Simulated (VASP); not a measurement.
# Bi: single point with PBE+D3(BJ)

The system is Bi.

```
CELL_PARAMETERS angstrom
2.26314 1.30662 3.93085
-2.26314 1.30662 3.93085
0.00000 -2.61325 3.93085
ATOMIC_POSITIONS crystal
Bi 0.23531 0.23531 0.23531
Bi 0.76469 0.76469 0.76469
```

```yaml
Program: VASP 6.6.1
Task: single point
Functional: PBE
Dispersion: D3(BJ)
Potentials_or_basis: VASP PAW PBE potentials, release 64 (Bi_d)
Cutoff: 520 eV
k_mesh: 6 × 6 × 6
Occupations: fermi-dirac, width 0.02 eV
Spin: no spin polarisation
```

The pressure is -0.1 GPa and the largest force is 0.009 eV/Å. The band gap on the k mesh is zero (band 15 reaches 6.35 eV, above the bottom of band 16 at 6.19 eV) and the dispersion energy per atom is -0.458 eV.

Forces on the atoms (eV/Å):
```
Bi   0.000  0.000  0.009
Bi   0.000  0.000 -0.009
```

Levels at points of the mesh, in eV from the Fermi level:
| k point | band 11 | band 12 | band 13 | band 14 | band 15 | band 16 | band 17 | band 18 | band 19 | band 20 |
| --- | --- | --- | --- | --- | --- | --- | --- | --- | --- | --- |
| (0.00, 0.00, 0.00) | -13.04 | -7.35 | -1.44 | -1.12 | -1.12 | 2.70 | 3.09 | 3.09 | 5.65 | 5.85 |
| (0.50, 0.00, 0.00) | -11.08 | -10.48 | -1.19 | -1.02 | -0.18 | -0.16 | 0.53 | 1.01 | 7.64 | 8.55 |
| (0.50, 0.50, 0.00) | -11.19 | -9.35 | -4.67 | -3.00 | -2.83 | 2.50 | 5.06 | 5.50 | 6.94 | 9.59 |
| (0.50, 0.50, 0.50) | -11.74 | -9.94 | -0.76 | -0.47 | -0.47 | 0.72 | 0.72 | 0.77 | 7.19 | 9.14 |

Run time: 18 s on 1 thread of Intel(R) Xeon(R) 6975P-C (Granite Rapids) (shared host), peak memory 0.22 GiB.

Caveat: spin-orbit coupling is left out, which moves the levels of the heavy elements; pairwise dispersion overbinds metals, which lowers pressure and volume.
